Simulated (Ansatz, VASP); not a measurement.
ZrB2: VASP beside Ansatz

```
Zr B
1.0
    -2.24535    2.24535    3.15078
     2.24535   -2.24535    3.15078
     2.24535    2.24535   -3.15078
Zr B
2 4
Direct
  0.05937 0.05937 0.00000
  0.80937 0.30937 0.50000
  0.45912 0.66858 0.79054
  0.87804 0.66858 0.20946
  0.41858 0.70912 0.29054
  0.41858 0.12804 0.70946
```

Alike in both runs: functional PBE; k mesh 6 × 6 × 6; occupations gaussian, width 0.1 eV; no spin polarisation.

Ansatz relaxed the structure, and its values are those at the end. VASP's run is a single point on that final structure, the one shown.

```csv
,VASP,Ansatz
version,VASP 6.6.1,Ansatz 0.2.0
potentials or method,"VASP PAW PBE potentials, release 64 (Zr_sv, B), cutoff 520 eV","scalar-relativistic, plane waves, PAW"
valence electrons in the cell,36,36
```

VASP gave:

| Item | Value |
| --- | --- |
| gap on the k mesh at the Fermi level (eV) | none |
| pressure (GPa) | 0.1 |

What did Ansatz give for the same quantities?

gap on the k mesh at the Fermi level (eV): none; pressure (GPa): 0.0.

A gap of «none» marks a metal or a gap that the smearing closes. The functional is the same, so the differences come from potentials, cutoffs and numerics.
